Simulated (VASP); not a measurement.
# Ti (C2) in VASP: single point with LDA

Aim: the single point of Ti with LDA.

Program: VASP 6.6.1. These are calculated values, not measurements. Logs are shortened: lines on timing, memory, paths and dates and some standing lists are left out, and cuts for length are marked.

### 1 The cell of the first run

It takes space group C2 (No. 5, monoclinic). The conventional cell has a = 7.709 Å, b = 4.451 Å, c = 2.770 Å, α = 90.00°, β = 90.00°, γ = 90.00°. Within 3.4 Å of Ti (site symmetry 2) lie 14 Ti at 2.60 to 3.25 Å. Within 3.5 Å of Ti (site symmetry 1) lie 14 Ti at 2.60 to 3.48 Å.

### 2 Single point, LDA (atoms displaced along several vibrational modes)

The input, INCAR:

```
SYSTEM = Ti
ALGO     = Fast           ! electronic algorithm
EDIFF    = 1E-6           ! SCF threshold, eV
ENCUT    = 520            ! plane-wave cutoff, eV
ISIF     = 2              ! what is computed and relaxed
ISMEAR   = 0              ! smearing method
LASPH    = .True.         ! aspherical terms in the spheres
LCHARG   = .False.        ! write CHGCAR
LREAL    = .False.        ! projectors in reciprocal space
LWAVE    = .False.        ! write WAVECAR
NBANDS   = 25             ! bands
NELM     = 60             ! most SCF steps
PREC     = Accurate       ! precision mode
SIGMA    = 0.15           ! smearing width, eV
```

The input, KPOINTS:

```
k-points
0
Gamma
  12 12 14
  0 0 0
```

The input, POSCAR:

```
Ti
1.0
    4.4510581778      0.0000000000      0.0000000000
   -2.2255290889      3.8547294557      0.0000000000
    0.0000000000      0.0000000000      2.7704392760
Ti
3
Direct
   -0.0442591384      0.0000000000      0.0000000000
    0.3554629025      0.6666666667      0.4227559319
    0.6887962359      0.3333333333      0.5772440681
```

Potentials or basis: VASP PAW LDA potentials, release 64 (Ti_sv).

The run is started by

```sh
> cat potpaw_LDA.64/Ti_sv/POTCAR > POTCAR
> mpirun -np 1 vasp_std > vasp.out
```

OUTCAR:

```text
SYSTEM = Ti
   EDIFF = 1E-6
   ENCUT = 520
   ISIF = 2
   ISMEAR = 0
   LASPH = .True.
   LREAL = .False.
   NELM = 60
   PREC = Accurate

 ion  position               nearest neighbor table
   1  0.956  0.000  0.000-   3 2.60   2 2.60   3 2.82   2 2.82   2 2.84   3 2.84
   2  0.355  0.667  0.423-   1 2.60   3 2.61   3 2.61   3 2.61   1 2.82   1 2.84
   3  0.689  0.333  0.577-   1 2.60   2 2.61   2 2.61   2 2.61   1 2.82   1 2.84

  LATTYP: Found a hexagonal cell.
 ALAT       =     4.4510581778
 C/A-ratio  =     0.6224226162

  Lattice vectors:

 A1 = (   4.4510581778,   0.0000000000,   0.0000000000)
 A2 = (  -2.2255290889,   3.8547294557,   0.0000000000)
 A3 = (   0.0000000000,   0.0000000000,   2.7704392760)

Analysis of symmetry for initial positions (statically):
=====================================================================
 Subroutine PRICEL returns:
 Original cell was already a primitive cell.

 Routine SETGRP: Setting up the symmetry group for a
 hexagonal supercell.

 Subroutine GETGRP returns: Found  2 space group operations
 (whereof  2 operations were pure point group operations)
 out of a pool of 24 trial point group operations.

The static configuration has the point symmetry C_2 .

Analysis of symmetry for dynamics (positions and initial velocities):
=====================================================================
 Subroutine PRICEL returns:
 Original cell was already a primitive cell.

 Routine SETGRP: Setting up the symmetry group for a
 hexagonal supercell.

 Subroutine GETGRP returns: Found  2 space group operations
 (whereof  2 operations were pure point group operations)
 out of a pool of 24 trial point group operations.

The dynamic configuration has the point symmetry C_2 .

 Subroutine INISYM returns: Found  2 space group operations
 (whereof  2 operations are pure point group operations),
 and found     1 'primitive' translations

----------------------------------------------------------------------------------------

                                     Primitive cell

  volume of cell :      47.5342

  direct lattice vectors                    reciprocal lattice vectors
     4.451058178  0.000000000  0.000000000     0.224665677  0.129710789  0.000000000
    -2.225529089  3.854729456  0.000000000     0.000000000  0.259421578  0.000000000
     0.000000000  0.000000000  2.770439276     0.000000000  0.000000000  0.360953589

  length of vectors
     4.451058178  4.451058178  2.770439276     0.259421578  0.259421578  0.360953589

  position of ions in fractional coordinates (direct lattice)
     0.955740862  0.000000000  0.000000000
     0.355462903  0.666666667  0.422755932
     0.688796236  0.333333333  0.577244068

  ion indices of the primitive-cell ions
   primitive index   ion index
                 1           1
                 2           2
                 3           3

----------------------------------------------------------------------------------------

 KPOINTS: k-points

Automatic generation of k-mesh.
 Grid dimensions read from file:
 generate k-points for:   12   12   14

 Generating k-lattice:

  Cartesian coordinates                     Fractional coordinates (reciprocal lattice)
     0.018722140  0.010809232  0.000000000     0.083333333  0.000000000  0.000000000
     0.000000000  0.021618465  0.000000000     0.000000000  0.083333333  0.000000000
     0.000000000  0.000000000  0.025782399     0.000000000  0.000000000  0.071428571

  Length of vectors
     0.021618465  0.021618465  0.025782399

  Shift w.r.t. Gamma in fractional coordinates (k-lattice)
     0.000000000  0.000000000  0.000000000

 Subroutine IBZKPT returns following result:
 ===========================================

 Found    554 irreducible k-points:

 Following reciprocal coordinates:
            Coordinates               Weight
  0.000000  0.000000  0.000000      1.000000
  0.083333  0.000000  0.000000      4.000000
  0.000000  0.083333  0.000000      2.000000
  0.166667  0.000000  0.000000      4.000000
  0.000000  0.166667  0.000000      2.000000
  0.250000  0.000000  0.000000      4.000000
[... 16 lines left out ...]
 -0.083333  0.416667  0.000000      4.000000
 -0.416667  0.333333  0.000000      4.000000
 [... further k-points ...]
   k-points           NKPTS =    554   k-points in BZ     NKDIM =    554   number of bands    NBANDS=     25
   number of dos      NEDOS =    301   number of ions     NIONS =      3
   total plane-waves  NPLWV =  31104
   dimension x,y,z NGX =    36 NGY =   36 NGZ =   24
   dimension x,y,z NGXF=    72 NGYF=   72 NGZF=   48
   ions per type =               3
   NGX,Y,Z   is equivalent  to a cutoff of  13.45, 13.45, 14.40 a.u.
   NGXF,Y,Z  is equivalent  to a cutoff of  26.89, 26.89, 28.80 a.u.
 SYSTEM =  Ti
   PREC   = accura    normal or accurate (medium, high low for compatibility)
   ISTART =      0    job   : 0-new  1-cont  2-samecut
   ICHARG =      2    charge: 1-file 2-atom 10-const
   ISPIN  =      1    spin polarized calculation?
   LNONCOLLINEAR =      F non collinear calculations
   LSORBIT =      F    spin-orbit coupling
   LASPH  =      T    aspherical Exc in radial PAW
   ENCUT  =  520.0 eV  38.22 Ry    6.18 a.u.   8.28  8.28  5.15*2*pi/ulx,y,z
   NELM   =     60;   NELMIN=  2; NELMDL= -5     # of ELM steps
   EDIFF  = 0.1E-05   stopping-criterion for ELM
   LREAL  =      F    real-space projection
   EDIFFG = 0.1E-04   stopping-criterion for IOM
   NSW    =      0    number of steps for IOM
   IBRION =     -1    ionic relax: 0-MD 1-quasi-New 2-CG
   NFREE  =      0    steps in history (QN), initial steepest desc. (CG)
   ISIF   =      2    stress and relaxation
   ISYM   =      2    0-nonsym 1-usesym 2-fastsym
   POTIM  = 0.5000    time-step for ionic-motion
   TEBEG  =    0.0;   TEEND  =   0.0 temperature during run
   PSTRESS=    0.0 pullay stress
   NELECT =      36.0000    total number of electrons
   NUPDOWN=      -1.0000    fix difference up-down
   EMIN   =  10.00;   EMAX   =-10.00  energy-range for DOS
   EFERMI =   0.00;   METHOD = LEGACY
   ISMEAR =     0;   SIGMA  =   0.15  broadening in eV -4-tet -1-fermi 0-gaus
   EFERMI_NEDOS =   21; number of points for ismear=-14 and -15
   IALGO  =     68    algorithm
   IMIX   =      4    mixing-type and parameters
     AMIX     =   0.40;   BMIX     =  1.00
     AMIX_MAG =   1.60;   BMIX_MAG =  1.00
  volume/ion in A,a.u.               =      15.84       106.93
  Fermi-wavevector in a.u.,A,eV,Ry     =   1.492246  2.819936 30.297424  2.226798
  Thomas-Fermi vector in A             =   2.604798
   LORBIT       =      0    0 simple, 1 ext, 2 COOP (PROOUT), +10 PAW based schemes
   GGA     = CA    functional components
   LHFCALC =     F    Hartree Fock is set to
   AEXX    =    0.0000 exact exchange contribution
   IVDW    =     0    specifies the selected vdW correction
   LEPSILON=     F    determine dielectric tensor
   LRPA    =     F    only Hartree local field effects (RPA)
 non-spin polarized calculation
 RMM-DIIS sequential band-by-band and
 Gauss-broadening in eV      SIGMA  =   0.15
  energy-cutoff  :      520.00
  volume of cell :       47.53
 maximum number of plane-waves:      1313
 NGX is ok and might be reduce to    36
   NGX = 17   NGY = 17   NGZ = 11

 number of electron      36.0000001 magnetization

 Free energy of the ion-electron system (eV)
  ---------------------------------------------------
  ext. energy  EPLUGINS =         0.00000000
  ---------------------------------------------------
  free energy    TOTEN  =       -25.42157399 eV

  energy without entropy =      -25.37908126  energy(sigma->0) =      -25.40032762

 E-fermi :   8.8672     XC(G=0): -12.2023

 val. band max:        8.8650689653   @ k =   0.2500   0.2500   0.2143
 cond. band min:       8.8680353238   @ k =   0.2500   0.1667   0.0000
 fundamental gap:      0.0029663585
 Fermi energy:         8.8672302127

 k-point     1 :       0.0000    0.0000    0.0000
  band No.  band energies     occupation
      1     -46.9478      2.00000
      2     -46.7127      2.00000
      3     -46.5946      2.00000
      4     -23.8559      2.00000
      5     -23.8477      2.00000
      6     -23.5436      2.00000
[... 17 lines left out ...]
     24      10.9744      0.00000
     25      11.7226      0.00000

 k-point     2 :       0.0833    0.0000    0.0000
  band No.  band energies     occupation
      1     -46.9439      2.00000
      2     -46.7135      2.00000
      3     -46.5980      2.00000
      4     -23.8928      2.00000
      5     -23.8268      2.00000
      6     -23.5564      2.00000
[... 17 lines left out ...]
     24      11.0065      0.00000
     25      11.7054      0.00000

 k-point     3 :       0.0000    0.0833    0.0000
  band No.  band energies     occupation
      1     -46.9434      2.00000
      2     -46.7141      2.00000
      3     -46.5979      2.00000
      4     -23.9162      2.00000
      5     -23.7729      2.00000
      6     -23.6142      2.00000
[... 17 lines left out ...]
     24      11.1418      0.00000
     25      11.5281      0.00000

 k-point     4 :       0.1667    0.0000    0.0000
  band No.  band energies     occupation
      1     -46.9326      2.00000
      2     -46.7154      2.00000
      3     -46.6079      2.00000
      4     -23.9311      2.00000
      5     -23.8271      2.00000
      6     -23.5293      2.00000
[... 17 lines left out ...]
     24      11.0180      0.00000
     25      11.7044      0.00000
[... 477 lines left out ...]
 k-point    22 :       0.3333    0.0833    0.0000
  band No.  band energies     occupation
      1     -46.8866      2.00000
      2     -46.7203      2.00000
      3     -46.6508      2.00000
      4     -23.9930      2.00000
      5     -23.7707      2.00000
      6     -23.4683      2.00000
[... 17 lines left out ...]
     24      11.5762      0.00000
     25      11.8804      0.00000

 k-point    23 :      -0.0833    0.4167    0.0000
  band No.  band energies     occupation
      1     -46.8771      2.00000
      2     -46.7357      2.00000
      3     -46.6451      2.00000
      4     -23.9955      2.00000
      5     -23.7173      2.00000
      6     -23.5182      2.00000
[... 17 lines left out ...]
     24      11.6632      0.00000
     25      11.8822      0.00000

 k-point    24 :      -0.4167    0.3333    0.0000
  band No.  band energies     occupation
      1     -46.8888      2.00000
      2     -46.7163      2.00000
      3     -46.6525      2.00000
      4     -23.9870      2.00000
      5     -23.7902      2.00000
      6     -23.4764      2.00000
[... 17 lines left out ...]
     24      11.4876      0.00000
     25      12.0507      0.00000

 [... further k-points ...]
[... 5 lines left out ...]
  --------------------------------------------------------------------------------------
  -------------------------------------------------------------------------------------
  Total        0.7536165      0.5429091      0.5506131      0.0000000     -0.0790715      0.0000000
  in kB       25.4012556     18.2991928     18.5588610      0.0000000     -2.6651673      0.0000000
  external PRESSURE =      20.7531031 kB  Pullay stress =       0.0000000 kB

 VOLUME and BASIS-vectors are now :
 -----------------------------------------------------------------------------
  energy-cutoff  :      520.00
  volume of cell :       47.53
      direct lattice vectors                 reciprocal lattice vectors
     4.451058178  0.000000000  0.000000000     0.224665677  0.129710789  0.000000000
    -2.225529089  3.854729456  0.000000000     0.000000000  0.259421578  0.000000000
     0.000000000  0.000000000  2.770439276     0.000000000  0.000000000  0.360953589

 POSITION                                       TOTAL-FORCE (eV/Angst)
 -----------------------------------------------------------------------------------
      4.25406      0.00000      0.00000         1.268069      0.000000      0.000000
      0.09850      2.56982      1.17122        -0.634034     -0.286991      0.532556
      2.32403      1.28491      1.59922        -0.634034      0.286991     -0.532556
 -----------------------------------------------------------------------------------
    total drift:                                0.002189      0.000000     -0.000000

  FREE ENERGIE OF THE ION-ELECTRON SYSTEM (eV)
  ---------------------------------------------------
  free  energy   TOTEN  =       -25.4215739867 eV

  energy  without entropy=      -25.3790812617  energy(sigma->0) =      -25.40032762
```

Wall time 31 min (1 thread of Intel Xeon Platinum 8375C at 2.90GHz (Ice Lake), shared host); peak memory 0.55 GiB.

What came out:

```
Free energy            : -25.4216 eV
Pressure               : 2.1 GPa
Largest force          : 1.268 eV/Å
Band gap on the k mesh : zero (bands 18 and 19 overlap by 0.43 eV)
```

Forces on the atoms (eV/Å):
```
Ti   1.268  0.000  0.000
Ti  -0.634 -0.287  0.533
Ti  -0.634  0.287 -0.533
```

Stress tensor (GPa, compression positive):
```
 2.54  0.00  0.00
 0.00  1.83 -0.27
 0.00 -0.27  1.86
```

Caveat: the cell differs from its parent crystal (atoms displaced along several vibrational modes); forces of over 1 eV/Å act on the atoms, so gaps and moduli don't describe the material at rest.
